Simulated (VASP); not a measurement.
# MoRh (P-6m2) in VASP: a series of runs

Runs on MoRh. Level: LDA. Tasks: single point.

All numbers are computed with VASP 6.6.1; they aren't measurements. Logs are shortened: lines on timing, memory, paths and dates and some standing lists are left out, and cuts for length are marked.

**1. The cell of the first run**

It takes space group P-6m2 (No. 187, hexagonal). The conventional cell has a = 2.819 Å, b = 2.819 Å, c = 4.474 Å, α = 90.00°, β = 90.00°, γ = 120.00°. Mo (site symmetry -6m2) has 6 Rh at 2.77 Å and 6 Mo at 2.82 Å within 3.6 Å. Within 3.6 Å of Rh (site symmetry -6m2) lie 6 Mo at 2.77 Å and 6 Rh at 2.82 Å.

**2. Single point, LDA**

The input, INCAR:

```
PREC = Accurate ; ENCUT = 520
EDIFF = 1E-7 ; ISMEAR = -1
SIGMA = 0.15 ; LREAL = False
LASPH = True ; NELM = 80
ALGO = Normal ; ISIF = 2
LWAVE = False ; LCHARG = True
GGA = CA ; LELF = True
LVHAR = True ; NBANDS = 22
```

The input, KPOINTS:

```
regular mesh
0
Gamma
  9 9 5
```

The input, POSCAR:

```
MoRh
1.0
    2.8185367998      0.0000000000      0.0000000000
   -1.4092678958      2.4409244776      0.0000000000
    0.0000000000      0.0000000000      4.4740411177
Mo Rh
1 1
Direct
    0.0000000000      0.0000000000      0.5000000000
    0.3333333333      0.6666666667      0.0000000000
```

Potentials or basis: VASP PAW LDA potentials, release 64 (Mo_sv, Rh_pv).

Launch:

```sh
$ cat potpaw_LDA.64/Mo_sv/POTCAR potpaw_LDA.64/Rh_pv/POTCAR > POTCAR
$ mpirun -np 1 vasp_std > vasp.out
```

OUTCAR:

```text
PREC = Accurate
   ENCUT = 520
   EDIFF = 1E-7
   ISMEAR = -1
   LREAL = False
   LASPH = True
   NELM = 80
   ISIF = 2
   GGA = CA

 ion  position               nearest neighbor table
   1  0.000  0.000  0.500-   2 2.77   2 2.77   2 2.77   2 2.77   2 2.77   2 2.77
   2  0.333  0.667  0.000-   1 2.77   1 2.77   1 2.77   1 2.77   1 2.77   1 2.77

  LATTYP: Found a hexagonal cell.
 ALAT       =     2.8185367998
 C/A-ratio  =     1.5873630311

  Lattice vectors:

 A1 = (   2.8185367998,   0.0000000000,   0.0000000000)
 A2 = (  -1.4092678958,   2.4409244776,   0.0000000000)
 A3 = (   0.0000000000,   0.0000000000,   4.4740411177)

Analysis of symmetry for initial positions (statically):
=====================================================================
 Subroutine PRICEL returns:
 Original cell was already a primitive cell.

 Routine SETGRP: Setting up the symmetry group for a
 hexagonal supercell.

 Subroutine GETGRP returns: Found 12 space group operations
 (whereof 12 operations were pure point group operations)
 out of a pool of 24 trial point group operations.

The static configuration has the point symmetry D_3h.

Analysis of symmetry for dynamics (positions and initial velocities):
=====================================================================
 Subroutine PRICEL returns:
 Original cell was already a primitive cell.

 Routine SETGRP: Setting up the symmetry group for a
 hexagonal supercell.

 Subroutine GETGRP returns: Found 12 space group operations
 (whereof 12 operations were pure point group operations)
 out of a pool of 24 trial point group operations.

The dynamic configuration has the point symmetry D_3h.

 Subroutine INISYM returns: Found 12 space group operations
 (whereof 12 operations are pure point group operations),
 and found     1 'primitive' translations

----------------------------------------------------------------------------------------

                                     Primitive cell

  volume of cell :      30.7807

  direct lattice vectors                    reciprocal lattice vectors
     2.818536800  0.000000000  0.000000000     0.354794019  0.204840349  0.000000000
    -1.409267896  2.440924478  0.000000000     0.000000000  0.409680844  0.000000000
     0.000000000  0.000000000  4.474041118     0.000000000  0.000000000  0.223511580

  length of vectors
     2.818536800  2.818536554  4.474041118     0.409680808  0.409680844  0.223511580

  position of ions in fractional coordinates (direct lattice)
     0.000000000  0.000000000  0.500000000
     0.333333333  0.666666667  0.000000000

  ion indices of the primitive-cell ions
   primitive index   ion index
                 1           1
                 2           2

----------------------------------------------------------------------------------------

 KPOINTS: regular mesh

Automatic generation of k-mesh.
 Grid dimensions read from file:
 generate k-points for:    9    9    5

 Generating k-lattice:

  Cartesian coordinates                     Fractional coordinates (reciprocal lattice)
     0.039421558  0.022760039  0.000000000     0.111111111  0.000000000  0.000000000
     0.000000000  0.045520094  0.000000000     0.000000000  0.111111111  0.000000000
     0.000000000  0.000000000  0.044702316     0.000000000  0.000000000  0.200000000

  Length of vectors
     0.045520090  0.045520094  0.044702316

  Shift w.r.t. Gamma in fractional coordinates (k-lattice)
     0.000000000  0.000000000  0.000000000

 Subroutine IBZKPT returns following result:
 ===========================================

 Found     36 irreducible k-points:

 Following reciprocal coordinates:
            Coordinates               Weight
  0.000000  0.000000  0.000000      1.000000
  0.111111 -0.000000  0.000000      6.000000
  0.222222  0.000000  0.000000      6.000000
  0.333333  0.000000  0.000000      6.000000
  0.444444  0.000000  0.000000      6.000000
  0.111111  0.111111  0.000000      6.000000
[... 16 lines left out ...]
  0.333333  0.222222  0.200000     24.000000
  0.333333  0.333333  0.200000      4.000000
 [... further k-points ...]
   k-points           NKPTS =     36   k-points in BZ     NKDIM =     36   number of bands    NBANDS=     22
   number of dos      NEDOS =    301   number of ions     NIONS =      2
   total plane-waves  NPLWV =  20736
   dimension x,y,z NGX =    24 NGY =   24 NGZ =   36
   dimension x,y,z NGXF=    48 NGYF=   48 NGZF=   72
   ions per type =               1   1
   NGX,Y,Z   is equivalent  to a cutoff of  14.16, 14.16, 13.38 a.u.
   NGXF,Y,Z  is equivalent  to a cutoff of  28.31, 28.31, 26.75 a.u.
 SYSTEM =  unknown system
   PREC   = accura    normal or accurate (medium, high low for compatibility)
   ISTART =      0    job   : 0-new  1-cont  2-samecut
   ICHARG =      2    charge: 1-file 2-atom 10-const
   ISPIN  =      1    spin polarized calculation?
   LNONCOLLINEAR =      F non collinear calculations
   LSORBIT =      F    spin-orbit coupling
   LASPH  =      T    aspherical Exc in radial PAW
   ENCUT  =  520.0 eV  38.22 Ry    6.18 a.u.   5.24  5.24  8.32*2*pi/ulx,y,z
   NELM   =     80;   NELMIN=  2; NELMDL= -5     # of ELM steps
   EDIFF  = 0.1E-06   stopping-criterion for ELM
   LREAL  =      F    real-space projection
   EDIFFG = 0.1E-05   stopping-criterion for IOM
   NSW    =      0    number of steps for IOM
   IBRION =     -1    ionic relax: 0-MD 1-quasi-New 2-CG
   NFREE  =      0    steps in history (QN), initial steepest desc. (CG)
   ISIF   =      2    stress and relaxation
   ISYM   =      2    0-nonsym 1-usesym 2-fastsym
   POTIM  = 0.5000    time-step for ionic-motion
   TEBEG  =    0.0;   TEEND  =   0.0 temperature during run
   PSTRESS=    0.0 pullay stress
   NELECT =      29.0000    total number of electrons
   NUPDOWN=      -1.0000    fix difference up-down
   EMIN   =  10.00;   EMAX   =-10.00  energy-range for DOS
   EFERMI =   0.00;   METHOD = LEGACY
   ISMEAR =    -1;   SIGMA  =   0.15  broadening in eV -4-tet -1-fermi 0-gaus
   EFERMI_NEDOS =   21; number of points for ismear=-14 and -15
   IALGO  =     38    algorithm
   IMIX   =      4    mixing-type and parameters
     AMIX     =   0.40;   BMIX     =  1.00
     AMIX_MAG =   1.60;   BMIX_MAG =  1.00
  volume/ion in A,a.u.               =      15.39       103.86
  Fermi-wavevector in a.u.,A,eV,Ry     =   1.604901  3.032822 35.044609  2.575706
  Thomas-Fermi vector in A             =   2.701332
   LORBIT       =      0    0 simple, 1 ext, 2 COOP (PROOUT), +10 PAW based schemes
   GGA     = CA    functional components
   LHFCALC =     F    Hartree Fock is set to
   AEXX    =    0.0000 exact exchange contribution
   IVDW    =     0    specifies the selected vdW correction
   LEPSILON=     F    determine dielectric tensor
   LRPA    =     F    only Hartree local field effects (RPA)
 non-spin polarized calculation
  energy-cutoff  :      520.00
  volume of cell :       30.78
 maximum number of plane-waves:       835
 NGX is ok and might be reduce to    24
   NGX = 11   NGY = 11   NGZ = 17

 number of electron      28.9999998 magnetization

 Free energy of the ion-electron system (eV)
  ---------------------------------------------------
  ext. energy  EPLUGINS =         0.00000000
  ---------------------------------------------------
  free energy    TOTEN  =       -20.94114372 eV

  energy without entropy =      -20.79164714  energy(sigma->0) =      -20.86639543

 E-fermi :  11.2025     XC(G=0): -13.6677

 val. band max:       11.1415406185   @ k =   0.3333   0.1111   0.4000
 cond. band min:      11.2456597195   @ k =   0.3333   0.2222   0.4000
 fundamental gap:      0.1041191011
 Fermi energy:        11.2024718165

 k-point     1 :       0.0000    0.0000    0.0000
  band No.  band energies     occupation
      1     -49.4376      2.00000
      2     -35.1971      2.00000
      3     -34.8707      2.00000
      4     -34.8707      2.00000
      5     -23.7473      2.00000
      6     -23.0875      2.00000
[... 14 lines left out ...]
     21      25.1390      0.00000
     22      27.7790      0.00000

 k-point     2 :       0.1111   -0.0000    0.0000
  band No.  band energies     occupation
      1     -49.4194      2.00000
      2     -35.1905      2.00000
      3     -34.9123      2.00000
      4     -34.8808      2.00000
      5     -23.7322      2.00000
      6     -23.2144      2.00000
[... 14 lines left out ...]
     21      25.9212      0.00000
     22      28.2376      0.00000

 k-point     3 :       0.2222    0.0000    0.0000
  band No.  band energies     occupation
      1     -49.3729      2.00000
      2     -35.1736      2.00000
      3     -35.0167      2.00000
      4     -34.9065      2.00000
      5     -23.6937      2.00000
      6     -23.5282      2.00000
[... 14 lines left out ...]
     21      25.1947      0.00000
     22      27.5229      0.00000

 k-point     4 :       0.3333    0.0000    0.0000
  band No.  band energies     occupation
      1     -49.3196      2.00000
      2     -35.1543      2.00000
      3     -35.1340      2.00000
      4     -34.9355      2.00000
      5     -23.8729      2.00000
      6     -23.6494      2.00000
[... 14 lines left out ...]
     21      21.8736      0.00000
     22      25.3244      0.00000

 k-point     5 :       0.4444    0.0000    0.0000
  band No.  band energies     occupation
      1     -49.2844      2.00000
      2     -35.2097      2.00000
      3     -35.1417      2.00000
      4     -34.9543      2.00000
      5     -24.0915      2.00000
      6     -23.6202      2.00000
[... 14 lines left out ...]
     21      21.7895      0.00000
     22      23.5862      0.00000

 k-point     6 :       0.1111    0.1111    0.0000
  band No.  band energies     occupation
      1     -49.3870      2.00000
      2     -35.1787      2.00000
      3     -34.9816      2.00000
      4     -34.9024      2.00000
      5     -23.7054      2.00000
      6     -23.4230      2.00000
[... 14 lines left out ...]
     21      26.3617      0.00000
     22      27.2200      0.00000

 k-point     7 :       0.2222    0.1111    0.0000
  band No.  band energies     occupation
      1     -49.3371      2.00000
      2     -35.1606      2.00000
      3     -35.0838      2.00000
      4     -34.9383      2.00000
      5     -23.7253      2.00000
      6     -23.6639      2.00000
[... 324 lines left out ...]
      6     -23.6260      2.00000
[... 14 lines left out ...]
     21      23.4613      0.00000
     22      23.8117      0.00000

 k-point    21 :       0.4444    0.1111    0.2000
  band No.  band energies     occupation
      1     -49.2750      2.00000
      2     -35.2083      2.00000
      3     -35.1391      2.00000
      4     -34.9828      2.00000
      5     -24.0791      2.00000
      6     -23.6097      2.00000
[... 14 lines left out ...]
     21      22.2732      0.00000
     22      23.0397      0.00000

 k-point    22 :       0.2222    0.2222    0.2000
  band No.  band energies     occupation
      1     -49.2960      2.00000
      2     -35.1463      2.00000
      3     -35.1410      2.00000
      4     -34.9940      2.00000
      5     -23.8859      2.00000
      6     -23.6291      2.00000
[... 14 lines left out ...]
     21      22.3948      0.00000
     22      24.2375      0.00000

 k-point    23 :       0.3333    0.2222    0.2000
  band No.  band energies     occupation
      1     -49.2689      2.00000
      2     -35.1685      2.00000
      3     -35.1371      2.00000
      4     -35.0402      2.00000
      5     -23.9629      2.00000
      6     -23.6042      2.00000
[... 14 lines left out ...]
     21      21.6786      0.00000
     22      23.7648      0.00000

 k-point    24 :       0.3333    0.3333    0.2000
  band No.  band energies     occupation
      1     -49.2595      2.00000
      2     -35.1341      2.00000
      3     -35.1187      2.00000
      4     -35.1159      2.00000
      5     -23.8158      2.00000
      6     -23.8088      2.00000
[... 14 lines left out ...]
     21      23.4242      0.00000
     22      23.8797      0.00000

 [... further k-points ...]
[... 5 lines left out ...]
  --------------------------------------------------------------------------------------
  -------------------------------------------------------------------------------------
  Total       -4.2210736     -4.2210736     -3.9905965     -0.0000009      0.0000000     -0.0000000
  in kB     -219.7128610   -219.7128624   -207.7162020     -0.0000454      0.0000000     -0.0000000
  external PRESSURE =    -215.7139751 kB  Pullay stress =       0.0000000 kB

 VOLUME and BASIS-vectors are now :
 -----------------------------------------------------------------------------
  energy-cutoff  :      520.00
  volume of cell :       30.78
      direct lattice vectors                 reciprocal lattice vectors
     2.818536800  0.000000000  0.000000000     0.354794019  0.204840349  0.000000000
    -1.409267896  2.440924478  0.000000000     0.000000000  0.409680844  0.000000000
     0.000000000  0.000000000  4.474041118     0.000000000  0.000000000  0.223511580

 POSITION                                       TOTAL-FORCE (eV/Angst)
 -----------------------------------------------------------------------------------
      0.00000      0.00000      2.23702        -0.000000      0.000000      0.000000
      0.00000      1.62728      0.00000         0.000000      0.000000      0.000000
 -----------------------------------------------------------------------------------
    total drift:                                0.000002     -0.000000     -0.000000

  FREE ENERGIE OF THE ION-ELECTRON SYSTEM (eV)
  ---------------------------------------------------
  free  energy   TOTEN  =       -20.9411437169 eV

  energy  without entropy=      -20.7916471442  energy(sigma->0) =      -20.86639543
```

It took 40 s on 1 thread of Intel Xeon 8259CL, shared host; peak memory 0.15 GiB.

What came out:

```
Free energy : -20.9411 eV
Pressure    : -21.6 GPa
```

**3. Single point, LDA**

This run uses another cell than the first one, of 15.77 Å³/atom, 1.024 times its volume.

The input, INCAR:

```
PREC = Accurate
ENCUT = 520
EDIFF = 1E-6
ISMEAR = -1
SIGMA = 0.15
LREAL = F
LASPH = T
NELM = 60
ALGO = Normal
ISIF = 2
LWAVE = F
LCHARG = F
GGA = CA
NBANDS = 22
```

KPOINTS is that of step 2.

The input, POSCAR:

```
MoRh
1.0
    2.8412679169      0.0000000000      0.0000000000
   -1.4206334503      2.4606102026      0.0000000000
    0.0000000000      0.0000000000      4.5101236527
Mo Rh
1 1
Direct
    0.0000000000      0.0000000000      0.5000000000
    0.3333333333      0.6666666667      0.0000000000
```

Potentials or basis: VASP PAW LDA potentials, release 64 (Mo_sv, Rh_pv).

Launch:

```sh
$ cat potpaw_LDA.64/Mo_sv/POTCAR potpaw_LDA.64/Rh_pv/POTCAR > POTCAR
$ mpirun -np 1 vasp_std > vasp.out
```

Wall time 36 s (1 thread of Intel Xeon 8259CL, shared host); peak memory 0.15 GiB.

The run converged. Its results:

| Property | Result |
| --- | --- |
| Free energy | -20.8300 eV |
| Pressure | -26.0 GPa |

Stress tensor (GPa, compression positive):
```
-26.21   0.00   0.00
  0.00 -26.21   0.00
  0.00   0.00 -25.52
```

Levels at points of the mesh, in eV from the Fermi level:
| k point | band 11 | band 12 | band 13 | band 14 | band 15 | band 16 | band 17 | band 18 | band 19 | band 20 |
| --- | --- | --- | --- | --- | --- | --- | --- | --- | --- | --- |
| (0.00, 0.00, 0.00) | -2.36 | -1.71 | -1.32 | -1.32 | -0.48 | -0.48 | 1.30 | 2.29 | 2.29 | 9.40 |

**4. Single point, LDA**

This run uses another cell than the first one, of 16.14 Å³/atom, 1.049 times its volume.

The input, INCAR:

```
SYSTEM = MoRh
ALGO     = Normal         ! electronic algorithm
EDIFF    = 1E-6           ! SCF threshold, eV
ENCUT    = 520            ! plane-wave cutoff, eV
GGA      = CA             ! functional
ISIF     = 2              ! what is computed and relaxed
ISMEAR   = -1             ! smearing method
LASPH    = .TRUE.         ! aspherical terms in the spheres
LCHARG   = .FALSE.        ! write CHGCAR
LREAL    = .FALSE.        ! projectors in reciprocal space
LWAVE    = .FALSE.        ! write WAVECAR
NBANDS   = 22             ! bands
NELM     = 60             ! most SCF steps
PREC     = Accurate       ! precision mode
SIGMA    = 0.15           ! smearing width, eV
```

The input, KPOINTS:

```
k-points
0
G
  9 9 5
  0 0 0
```

The input, POSCAR:

```
MoRh
1.0
    2.8636410264      0.0000000000      0.0000000000
   -1.4318200010      2.4799858838      0.0000000000
    0.0000000000      0.0000000000      4.5456378995
Mo Rh
1 1
Direct
    0.0000000000      0.0000000000      0.5000000000
    0.3333333333      0.6666666667      0.0000000000
```

Launch:

```sh
$ cat potpaw_LDA.64/Mo_sv/POTCAR potpaw_LDA.64/Rh_pv/POTCAR > POTCAR
$ mpirun -np 1 vasp_std > vasp.out
```

Wall time 33 s (1 thread of Intel Xeon 8259CL, shared host); peak memory 0.15 GiB.

The run converged. Its results:

```
Free energy : -20.6996 eV
Pressure    : -29.8 GPa
```

Stress tensor (GPa, compression positive):
```
-29.89   0.00   0.00
  0.00 -29.89   0.00
  0.00   0.00 -29.63
```

Levels at points of the mesh, in eV from the Fermi level:
| k point | band 12 | band 13 | band 14 | band 15 | band 16 | band 17 | band 18 | band 19 |
| --- | --- | --- | --- | --- | --- | --- | --- | --- |
| (0.00, 0.00, 0.00) | -1.65 | -1.27 | -1.27 | -0.46 | -0.46 | 1.27 | 2.22 | 2.22 |

(Part 1 of 2 ends here.)
